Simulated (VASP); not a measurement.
# Sr4HfO (P6/mmm) in VASP: notebook, part 3 of 3

VASP 6.6.1. Earlier steps stand in the parts before.

## (6) Relaxation of cell and atoms, PBE

Contents of INCAR:

```
SYSTEM = Sr4HfO
PREC = Accurate
ENCUT = 600
EDIFF = 1E-6
ISMEAR = 0
SIGMA = 0.1
LREAL = .False.
LASPH = .True.
NELM = 60
ALGO = Normal
ISIF = 3
LWAVE = .False.
LCHARG = .False.
GGA = PE
IBRION = 2
NSW = 90
EDIFFG = -0.04
```

Contents of KPOINTS:

```
Automatic mesh
0
Gamma
  3 3 4
  0 0 0
```

Contents of POSCAR:

```
Sr4HfO
1.0
    5.8534314971      0.0000000000      0.0000000000
   -2.9267157486      5.0692203758      0.0000000000
    0.0000000000      0.0000000000      6.8465502947
Sr Hf O
4 1 1
Direct
    0.3333333333      0.6666666667      0.2555277864
    0.6666666667      0.3333333333      0.2555277864
    0.6666666667      0.3333333333      0.7444722136
    0.3333333333      0.6666666667      0.7444722136
    0.0000000000      0.0000000000      0.5000000000
    0.0000000000      0.0000000000      0.0000000000
```

Potentials or basis: VASP PAW PBE potentials, release 64 (Sr_sv, Hf_pv, O).

Started as:

```sh
> cat potpaw_PBE.64/Sr_sv/POTCAR potpaw_PBE.64/Hf_pv/POTCAR potpaw_PBE.64/O/POTCAR > POTCAR
> mpirun -np 1 vasp_std > vasp.out
```

Wall time 79 s (1 thread of Intel Xeon 6975P-C (Granite Rapids), shared host); peak memory 0.41 GiB.

It converged, with:

| Quantity | Value |
| --- | --- |
| Free energy | -17.5664 eV |
| Relaxed volume | 33.73 Å³/atom |
| Relaxed cell | a = 5.839 Å, b = 5.839 Å, c = 6.854 Å, α = 90.00°, β = 90.00°, γ = 120.00° |
| Space group after relaxing (to 0.1 Å) | P6/mmm (No. 191) |
| Energy gained by relaxing | 0.2 meV/atom |
| Ionic steps | 2 |
| Pressure after relaxing | 0.0 GPa |
| Largest force after relaxing | 0.017 eV/Å |
| Band gap on the k mesh | zero (bands 28 and 29 overlap by 0.28 eV) |

Forces in eV/Å, atoms in the order of the input:
```
Sr   0.000  0.000 -0.017
Sr   0.000  0.000 -0.017
Sr   0.000  0.000  0.017
Sr   0.000  0.000  0.017
Hf   0.000  0.000  0.000
O    0.000  0.000  0.000
```

Stress tensor (GPa, compression positive):
```
-0.10  0.00  0.00
 0.00 -0.10  0.00
 0.00  0.00  0.06
```

Step by step:
| step | energy change (eV) | largest force (eV/Å) | pressure (GPa) | volume (Å³) |
| --- | --- | --- | --- | --- |
| 1 | 0.0000 | 0.0214 | -0.13 | 203.15 |
| 2 | -0.0013 | 0.0172 | -0.05 | 202.37 |

Final structure:
```cif
data_structure
_symmetry_space_group_name_H-M 'P 1'
_symmetry_Int_Tables_number 1
_cell_length_a 5.8390
_cell_length_b 5.8390
_cell_length_c 6.8540
_cell_angle_alpha 90.000
_cell_angle_beta 90.000
_cell_angle_gamma 120.000
_cell_volume 202.37
loop_
_atom_site_label
_atom_site_type_symbol
_atom_site_fract_x
_atom_site_fract_y
_atom_site_fract_z
_atom_site_occupancy
Sr1 Sr 0.33333 0.66667 0.25538 1
Sr2 Sr 0.66667 0.33333 0.25538 1
Sr3 Sr 0.66667 0.33333 0.74462 1
Sr4 Sr 0.33333 0.66667 0.74462 1
Hf1 Hf 0.00000 0.00000 0.50000 1
O1 O 0.00000 0.00000 0.00000 1
```

Levels at points of the mesh, in eV from the Fermi level:
```
           k point  band 25  band 26  band 27  band 28  band 29  band 30  band 31  band 32
(0.00, 0.00, 0.00)    -0.84    -0.84    -0.27    -0.04    -0.04     0.11     0.20     0.64
(0.00, 0.00, 0.50)    -1.83    -0.61    -0.61     0.21     0.21     0.50     0.50     0.94
```

Caveat: the k points lie up to 0.41 Å⁻¹ apart in the final cell; spin-orbit coupling is left out, which moves the levels of the heavy elements.

## (7) Relaxation of cell and atoms, PBE

This run uses another cell than the first one, of 26.61 Å³/atom.

Contents of INCAR:

```
PREC     = Accurate       # precision mode
ENCUT    = 600            # plane-wave cutoff, eV
EDIFF    = 1E-6           # SCF threshold, eV
ISMEAR   = 0              # smearing method
SIGMA    = 0.1            # smearing width, eV
LREAL    = F              # projectors in reciprocal space
LASPH    = T              # aspherical terms in the spheres
NELM     = 100            # most SCF steps
ALGO     = Normal         # electronic algorithm
ISIF     = 3              # what is computed and relaxed
LWAVE    = F              # write WAVECAR
LCHARG   = F              # write CHGCAR
GGA      = PE             # functional
IBRION   = 2              # ionic algorithm
NSW      = 90             # ionic steps
EDIFFG   = -0.04          # ionic threshold
```

Contents of KPOINTS:

```
regular mesh
0
Gamma
  6 6 2
```

Contents of POSCAR:

```
Sr4HfO
1.0
    4.8378353500      0.0000000000      0.0000000000
   -2.4189176700      4.1896883100      0.0000000000
    0.0000000000      0.0000000000      7.8764923900
Sr Hf O
4 1 1
Direct
    0.3333333300      0.6666666700      0.2971709200
    0.6666666700      0.3333333300      0.2971709200
    0.6666666700      0.3333333300      0.7028290800
    0.3333333300      0.6666666700      0.7028290800
    0.0000000000      0.0000000000      0.5000000000
    0.0000000000      0.0000000000      0.0000000000
```

Potentials or basis: VASP PAW PBE potentials, release 64 (Sr_sv, Hf_pv, O).

Started as:

```sh
> cat potpaw_PBE.64/Sr_sv/POTCAR potpaw_PBE.64/Hf_pv/POTCAR potpaw_PBE.64/O/POTCAR > POTCAR
> mpirun -np 1 vasp_std > vasp.out
```

OUTCAR:

```text
PREC = Accurate
   ENCUT = 600
   EDIFF = 1E-6
   ISMEAR = 0
   LREAL = F
   LASPH = T
   NELM = 100
   ISIF = 3
   GGA = PE
   IBRION = 2
   NSW = 90
   EDIFFG = -0.04

 ion  position               nearest neighbor table
   1  0.333  0.667  0.297-   2 2.79   2 2.79   2 2.79   4 3.20   5 3.22   5 3.22   5 3.22   3 4.24
                             3 4.24   3 4.24   4 4.68
   2  0.667  0.333  0.297-   1 2.79   1 2.79   1 2.79   3 3.20   5 3.22   5 3.22   5 3.22   4 4.24
                             4 4.24   4 4.24   3 4.68
   3  0.667  0.333  0.703-   4 2.79   4 2.79   4 2.79   2 3.20   5 3.22   5 3.22   5 3.22   1 4.24
                             1 4.24   1 4.24   2 4.68
   4  0.333  0.667  0.703-   3 2.79   3 2.79   3 2.79   1 3.20   5 3.22   5 3.22   5 3.22   2 4.24
                             2 4.24   2 4.24   1 4.68
   5  0.000  0.000  0.500-   1 3.22   2 3.22   3 3.22   4 3.22   1 3.22   4 3.22   2 3.22   3 3.22
                             2 3.22   3 3.22   1 3.22   4 3.22
   6  0.000  0.000  0.000-

  LATTYP: Found a hexagonal cell.
 ALAT       =     4.8378353500
 C/A-ratio  =     1.6281026162

  Lattice vectors:

 A1 = (   4.8378353500,   0.0000000000,   0.0000000000)
 A2 = (  -2.4189176700,   4.1896883100,   0.0000000000)
 A3 = (   0.0000000000,   0.0000000000,   7.8764923900)

Analysis of symmetry for initial positions (statically):
=====================================================================
 Subroutine PRICEL returns:
 Original cell was already a primitive cell.

 Routine SETGRP: Setting up the symmetry group for a
 hexagonal supercell.
[... 167 lines left out ...]

 E-fermi :   3.1879     XC(G=0):  -9.2750

 val. band max:        3.1682964620   @ k =   0.0000   0.0000   0.0000
 cond. band min:       3.1892236480   @ k =   0.1667   0.0000   0.5000
 fundamental gap:      0.0209271861
 Fermi energy:         3.1879421093

 k-point     1 :       0.0000    0.0000    0.0000
  band No.  band energies     occupation
      1     -32.8952      2.00000
      2     -32.8181      2.00000
      3     -32.0581      2.00000
      4     -31.9887      2.00000
      5     -27.2773      2.00000
      6     -27.1052      2.00000
[... 606 lines left out ...]
  FREE ENERGIE OF THE ION-ELECTRON SYSTEM (eV)
  ---------------------------------------------------
  free  energy   TOTEN  =       -16.7305267478 eV

  energy  without entropy=      -16.6758713390  energy(sigma->0) =      -16.70319904

[... ionic steps 4 to 9 ...]

--------------------------------------- Ionic step       10  -------------------------------------------

 number of electron      55.9999997 magnetization

------------------------ aborting loop because EDIFF is reached ----------------------------------------
[... 75 lines left out ...]
--------------------------------------- Ionic step       12  -------------------------------------------

 number of electron      56.0000001 magnetization

 Free energy of the ion-electron system (eV)
  ---------------------------------------------------
  ext. energy  EPLUGINS =         0.00000000
  ---------------------------------------------------
  free energy    TOTEN  =       -17.51125581 eV

  energy without entropy =      -17.47032925  energy(sigma->0) =      -17.49079253

 E-fermi :   2.5848     XC(G=0):  -8.6322

 val. band max:        2.5826730883   @ k =   0.1667   0.0000   0.5000
 cond. band min:       2.5974983302   @ k =   0.1667   0.1667   0.0000
 fundamental gap:      0.0148252419
 Fermi energy:         2.5848141854

 k-point     1 :       0.0000    0.0000    0.0000
  band No.  band energies     occupation
      1     -33.7465      2.00000
      2     -33.6694      2.00000
      3     -33.6154      2.00000
      4     -33.5427      2.00000
      5     -29.5330      2.00000
      6     -29.2024      2.00000
[... 526 lines left out ...]
  FREE ENERGIE OF THE ION-ELECTRON SYSTEM (eV)
  ---------------------------------------------------
  free  energy   TOTEN  =       -17.5112558147 eV

  energy  without entropy=      -17.4703292534  energy(sigma->0) =      -17.49079253

 reached required accuracy - stopping structural energy minimisation
```

OSZICAR:

```text
N       E                     dE             d eps       ncg     rms          rms(c)
DAV:   1     0.401572370056E+03    0.40157E+03   -0.31369E+04   932   0.176E+03
DAV:   2     0.156156581684E+02   -0.38596E+03   -0.38222E+03  1115   0.394E+02
DAV:   3    -0.143700376464E+02   -0.29986E+02   -0.29642E+02  1448   0.787E+01
[... 175 lines left out ...]
DAV:   6    -0.175101523585E+02   -0.32558E-03   -0.87634E-03  1470   0.282E-01    0.564E-01
DAV:   7    -0.175113060545E+02   -0.11537E-02   -0.97740E-03  1351   0.347E-01    0.960E-02
DAV:   8    -0.175112566461E+02    0.49408E-04   -0.68087E-04  1252   0.822E-02    0.366E-02
DAV:   9    -0.175112570687E+02   -0.42267E-06   -0.42929E-05  1496   0.260E-02    0.133E-02
DAV:  10    -0.175112551066E+02    0.19621E-05   -0.96153E-06   958   0.877E-03    0.528E-03
DAV:  11    -0.175112558147E+02   -0.70806E-06   -0.82701E-07   658   0.292E-03
  12 F= -.17511256E+02 E0= -.17490793E+02  d E =-.147650E-01
```

It took 9.6 min on 1 thread of Intel Xeon 6975P-C (Granite Rapids), shared host; peak memory 0.37 GiB.

What came out:

| Quantity | Value |
| --- | --- |
| Free energy | -17.5113 eV |
| Relaxed volume | 33.62 Å³/atom |
| Relaxed cell | a = 5.838 Å, b = 5.838 Å, c = 6.835 Å, α = 90.00°, β = 90.00°, γ = 120.00° |
| Space group after relaxing (to 0.1 Å) | P6/mmm (No. 191) |
| Energy gained by relaxing | 759.1 meV/atom |
| Ionic steps | 12 |
| Pressure after relaxing | 0.0 GPa |
| Largest force after relaxing | 0.012 eV/Å |
| Band gap on the k mesh | zero (bands 28 and 29 overlap by 0.53 eV) |

Forces in eV/Å, atoms in the order of the input:
```
Sr   0.000  0.000  0.012
Sr   0.000  0.000  0.012
Sr   0.000  0.000 -0.012
Sr   0.000  0.000 -0.012
Hf   0.000  0.000  0.000
O    0.000  0.000  0.000
```

Step by step:
| step | energy change (eV) | largest force (eV/Å) | pressure (GPa) | volume (Å³) |
| --- | --- | --- | --- | --- |
| 1 | 0.0000 | 2.5330 | 14.09 | 159.65 |
| 2 | -3.6794 | 0.5038 | 0.54 | 219.29 |
| 3 | -3.7738 | 0.0840 | -1.95 | 248.18 |
| 4 | -3.8098 | 0.1989 | -1.25 | 238.48 |
| 5 | -4.1165 | 0.3282 | -1.20 | 231.34 |
| 6 | -4.3280 | 0.5065 | -1.01 | 222.62 |
| 7 | -4.1471 | 0.9295 | -0.27 | 203.15 |
| 8 | -4.3633 | 0.6524 | -0.84 | 217.28 |
| 9 | -4.5015 | 0.4142 | -0.15 | 206.30 |
| 10 | -4.5387 | 0.1439 | 0.66 | 196.03 |
| 11 | -4.5397 | 0.1828 | 0.55 | 197.35 |
| 12 | -4.5545 | 0.0120 | -0.02 | 201.74 |

Final structure:
```yaml
crystal:
  lattice:
    - [5.83815, 0.00000, 0.00000]
    - [-2.91907, 5.05598, 0.00000]
    - [0.00000, 0.00000, 6.83461]
  atoms:
    - { symbol: Sr, position: [0.33333, 0.66667, 0.25530] }
    - { symbol: Sr, position: [0.66667, 0.33333, 0.25530] }
    - { symbol: Sr, position: [0.66667, 0.33333, 0.74470] }
    - { symbol: Sr, position: [0.33333, 0.66667, 0.74470] }
    - { symbol: Hf, position: [0.00000, 0.00000, 0.50000] }
    - { symbol: O, position: [0.00000, 0.00000, 0.00000] }
```

Levels at points of the mesh, in eV from the Fermi level:
```
           k point  band 26  band 27  band 28  band 29  band 30  band 31
(0.00, 0.00, 0.00)    -0.82    -0.22     0.00     0.00     0.16     0.26
(0.50, 0.00, 0.00)    -1.08    -0.47    -0.42    -0.26     0.22     0.38
(0.00, 0.00, 0.50)    -0.59    -0.59     0.26     0.26     0.53     0.53
(0.50, 0.00, 0.50)    -0.65    -0.11    -0.03     0.02     0.23     0.40
```

Caveat: the k points lie up to 0.46 Å⁻¹ apart in the final cell, too coarse for converged energies and pressures of a metal; the volume moved by over 15 % at a fixed basis, so the end points are rough; spin-orbit coupling is left out, which moves the levels of the heavy elements.

## (8) Overview

```csv
task,cell,k mesh,cutoff (eV),gap on the mesh (eV),pressure (GPa),relaxed volume (Å³/atom),largest force (eV/Å)
single point,"a = 5.853, b = 5.853, c = 6.847 Å, angles 90.0, 90.0, 120.0°, 6 atoms, atomic positions A",3 × 3 × 4,520,none,-0.1,-,0.02
single point,"a = 4.838, b = 4.838, c = 7.876 Å, angles 90.0, 90.0, 120.0°, 6 atoms, atomic positions B",6 × 6 × 2,520,none,14.1,-,2.53
single point,"a = 5.853, b = 5.853, c = 6.847 Å, angles 90.0, 90.0, 120.0°, 6 atoms, atomic positions A",6 × 6 × 2,520,none,0.0,-,0.01
single point,"a = 5.843, b = 5.843, c = 6.881 Å, angles 90.0, 90.0, 120.0°, 6 atoms, atomic positions A",6 × 6 × 6,520,none,0.0,-,-
relaxation of cell and atoms,"relaxed from a = 5.853, b = 5.853, c = 6.847 Å, angles 90.0, 90.0, 120.0°, 6 atoms, atomic positions A",3 × 3 × 4,600,none,0.0,33.73,0.02
relaxation of cell and atoms,"relaxed from a = 4.838, b = 4.838, c = 7.876 Å, angles 90.0, 90.0, 120.0°, 6 atoms, atomic positions B",6 × 6 × 2,600,none,0.0,33.62,0.01
```

Alike in all rows: level PBE; potentials or basis VASP PAW PBE potentials, release 64 (Sr_sv, Hf_pv, O); no spin polarisation; smearing gaussian 0.1 eV.

Caveats: some runs use coarse meshes; spin-orbit coupling is left out, which moves the levels of the heavy elements; forces of over 1 eV/Å act on the atoms, so gaps and moduli don't describe the material at rest (at least some runs); the volume moved by over 15 % at a fixed basis, so the end points are rough (at least some runs).

Absolute energies hang on the potentials; compare differences alone.
